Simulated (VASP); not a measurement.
Set up this calculation in VASP 6.6.1, as the native input.

| Quantity | Value |
| --- | --- |
| Task | single point |
| Functional | PBEsol |
| Potentials or basis | VASP PAW PBE potentials, release 64 (Ge_d, Pt) |
| Cutoff | 520 eV |
| k mesh | 6 × 6 × 12 |
| Occupations | gaussian, width 0.15 eV |
| Spin | no spin polarisation |
| Dipole correction | no |
| Further INCAR settings | ALGO = Fast; EDIFF = 1e-06; NBANDS = 61 |

The structure of GePt2 lies in POSCAR:

```
GePt2
1.0
    6.7607252734      0.0000000000      0.0000000000
   -3.3803626367      5.8549598348      0.0000000000
    0.0000000000      0.0000000000      3.7353726680
Ge Pt
3 6
Direct
    0.6666666667      0.3333333333      0.0000000000
    0.3333333333      0.6666666667      0.0000000000
    0.0000000000      0.0000000000      0.5000000000
    0.6229372130      0.0000000000      0.5000000000
    0.3770627870      0.3770627870      0.5000000000
    0.0000000000      0.6229372130      0.5000000000
    0.0000000000      0.2849128412      0.0000000000
    0.7150871588      0.7150871588      0.0000000000
    0.2849128412      0.0000000000      0.0000000000
```

This cell differs from its parent crystal: strain +0.000 along x and y, +0.080 along z.

These files were run (other wordings do the same):

INCAR

```
SYSTEM = GePt2
PREC     = Accurate       ! precision mode
ENCUT    = 520            ! plane-wave cutoff, eV
EDIFF    = 1E-6           ! SCF threshold, eV
ISMEAR   = 0              ! smearing method
SIGMA    = 0.15           ! smearing width, eV
LREAL    = .FALSE.        ! projectors in reciprocal space
LASPH    = .TRUE.         ! aspherical terms in the spheres
NELM     = 60             ! most SCF steps
ALGO     = Fast           ! electronic algorithm
ISIF     = 2              ! what is computed and relaxed
LWAVE    = .FALSE.        ! write WAVECAR
LCHARG   = .TRUE.         ! write CHGCAR
GGA      = PS             ! functional
LELF     = .TRUE.         ! ELF
LVHAR    = .TRUE.       
NBANDS   = 61             ! bands
```

KPOINTS

```
Automatic mesh
0
G
  6 6 12
  0 0 0
```

Potentials or basis: VASP PAW PBE potentials, release 64 (Ge_d, Pt).

Command:

```bash
$ cat potpaw_PBE.64/Ge_d/POTCAR potpaw_PBE.64/Pt/POTCAR > POTCAR
$ mpirun -np 1 vasp_std > vasp.out
```

Results of the run:

```json
{
 "Pressure": "-12.1 GPa",
 "Largest force": "0.164 eV/Å",
 "Band gap on the k mesh": "zero (bands 51 and 52 overlap by 1.23 eV)"
}
```

Caveat: the cell differs from its parent crystal (strain +0.000 along x and y, +0.080 along z); the cell stands under tension; the PAW data sets were made with another functional, which shifts forces and pressure a little; spin-orbit coupling is left out, which moves the levels of the heavy elements.

It took 17 min on 1 thread of Oxide Virtual Turin-like Processor (shared host), peak memory 0.43 GiB.
